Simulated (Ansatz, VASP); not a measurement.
## BaS: VASP beside Ansatz

```
CELL_PARAMETERS angstrom
3.21270 3.21270 0.00000
-3.21270 3.21270 0.00000
0.00000 3.21270 3.21270
ATOMIC_POSITIONS crystal
Ba 0.00000 0.00000 0.00000
S 0.50000 0.50000 0.00000
```

Alike in both runs: functional r2SCAN; k mesh 10 × 10 × 10; occupations fermi-dirac, width 0.08 eV; no spin polarisation.

Ansatz relaxed the structure, and its values are those at the end. VASP's run is a single point on that final structure, the one shown.

|  | VASP | Ansatz |
| --- | --- | --- |
| version | VASP 6.6.1 | Ansatz 0.2.0 |
| potentials or method | VASP PAW PBE potentials, release 64 (Ba_sv, S) | PAW with Ansatz's default frozen-core files, scalar-relativistic |
| plane-wave cutoff (eV) | 520 | 500 |
| valence electrons in the cell | 16 | 16 |

Ansatz gave:

```
pressure (GPa) : 0.0
```

**Question.** Estimate VASP's values.

**Answer.** Pressure (GPa): 0.5.

VASP's potentials were made for PBE, not for r2SCAN. With one functional, cell and mesh, what is left measures potentials, basis and numerics.

Neither program's run includes spin-orbit coupling.
